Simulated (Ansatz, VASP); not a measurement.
## Ga: VASP beside Ansatz

```
Ga
1.0
    -2.33602    2.33602    1.22404
     2.33602   -2.33602    1.22404
     2.33602    2.33602   -1.22404
Ga
2
Direct
  0.62500 0.87500 0.75000
  0.37500 0.12500 0.25000
```

Change from the starting cell: volume scaled by 0.68, LAPW.

Alike in both runs: task single point; functional PBE; k mesh 17 × 17 × 17; occupations fermi-dirac, width 0.08 eV; no spin polarisation.

|  | VASP | Ansatz |
| --- | --- | --- |
| version | VASP 6.6.1 | Ansatz 0.2.0 |
| potentials or method | VASP PAW PBE potentials, release 64 (Ga_d), cutoff 520 eV | all-electron LAPW, scalar-relativistic |

```tsv
	VASP	Ansatz	Ansatz less VASP
pressure (GPa)	49.1	48.7	-0.35
```

Both programs put the cell under a high pressure, so it lies far from rest at this level. Ansatz ran all-electron here, and VASP with PAW potentials.
